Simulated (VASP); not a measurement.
A run of VASP 6.6.1 is set up as follows.

The input INCAR:

```
PREC     = Accurate       # precision mode
ENCUT    = 520            # plane-wave cutoff, eV
EDIFF    = 1E-6           # SCF threshold, eV
ISMEAR   = 0              # smearing method
SIGMA    = 0.05           # smearing width, eV
LREAL    = False          # projectors in reciprocal space
LASPH    = True           # aspherical terms in the spheres
NELM     = 60             # most SCF steps
ALGO     = Normal         # electronic algorithm
ISIF     = 2              # what is computed and relaxed
LWAVE    = False          # write WAVECAR
LCHARG   = False          # write CHGCAR
GGA      = PS             # functional
NBANDS   = 50             # bands
```

Contents of KPOINTS:

```
Automatic mesh
0
Gamma
  1 1 5
```

The input POSCAR:

```
GaSbH
1.0
   18.3000000000      0.0000000000      0.0000000000
    0.0000000000     10.0000000000      0.0000000000
    0.0000000000      0.0000000000      7.0734871759
Ga Sb H
4 4 4
Direct
    0.6288440328      0.4649114402      0.3419430817
    0.4447034363      0.5974161891      0.3175759203
    0.5552965637      0.5974161891      0.8175759203
    0.3711559672      0.4649114402      0.8419430817
    0.5688862041      0.6667995481      0.1704781411
    0.6821038500      0.5477208595      0.6581033427
    0.3178961500      0.5477208595      0.1581033427
    0.4311137959      0.6667995481      0.6704781411
    0.6389823112      0.3240733323      0.2489006033
    0.3610176888      0.3240733323      0.7489006033
    0.6855845027      0.3954021657      0.7720457807
    0.3144154973      0.3954021657      0.2720457807
```

Potentials or basis: VASP PAW PBE potentials, release 64 (Ga_d, Sb, H).

Launch:

```bash
$ cat potpaw_PBE.64/Ga_d/POTCAR potpaw_PBE.64/Sb/POTCAR potpaw_PBE.64/H/POTCAR > POTCAR
$ mpirun -np 1 vasp_std > vasp.out
```

Problem. What does it give for the band gap on the k mesh?

Solution. 1.69 eV.

Problem. What does it give for the largest force?

Solution. 0.129 eV/Å.

Forces on the atoms (eV/Å):
```
Ga   0.005 -0.053 -0.016
Ga   0.007 -0.012  0.000
Ga  -0.007 -0.012  0.000
Ga  -0.005 -0.053 -0.016
Sb   0.009  0.036 -0.005
Sb   0.024  0.116 -0.052
Sb  -0.024  0.116 -0.052
Sb  -0.009  0.036 -0.005
H   -0.001  0.026  0.012
H    0.001  0.026  0.012
H    0.006 -0.112  0.062
H   -0.006 -0.112  0.062
```

Caveat: the PAW data sets were made with another functional, which shifts forces and pressure a little; spin-orbit coupling is left out, which moves the levels of the heavy elements.
